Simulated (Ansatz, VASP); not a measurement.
**One calculation of ScGa5S, two programs**

```xyz
7
Lattice="0.0000 4.8110 4.8110 4.8110 0.0000 4.8110 4.8110 4.8110 0.0000" Properties=species:S:1:pos:R:3 pbc="T T T"
Sc    4.8110    4.8110    4.8110
Ga    6.3027    6.3027    6.3027
Ga    3.3193    3.3193    6.3027
Ga    3.3193    6.3027    3.3193
Ga    6.3027    3.3193    3.3193
Ga    0.0000    0.0000    0.0000
S     2.4055    2.4055    2.4055
```

Alike in both runs: functional PBE; k mesh 3 × 3 × 3; occupations gaussian, width 0.2 eV; no spin polarisation.

Ansatz relaxed the structure, and its values are those at the end. VASP's run is a single point on that final structure, the one shown.

```csv
,VASP,Ansatz
version,VASP 6.6.1,Ansatz 0.2.0
potentials or method,"VASP PAW PBE potentials, release 64 (Sc_sv, Ga_d, S), cutoff 520 eV","scalar-relativistic, plane waves, PAW"
valence electrons in the cell,82,82
```

|  | VASP | Ansatz | Ansatz less VASP |
| --- | --- | --- | --- |
| gap on the k mesh at the Fermi level (eV) | none | none | - |
| pressure (GPa) | 0.3 | 0.2 | -0.04 |
| rms of the force components (eV/Å) | 0.010 | 0.003 | -0.0071 |

A gap of «none» marks a metal or a gap that the smearing closes. The functional is the same, so the differences come from potentials, cutoffs and numerics.

The k mesh is coarse, so the values compare programs but aren't converged.
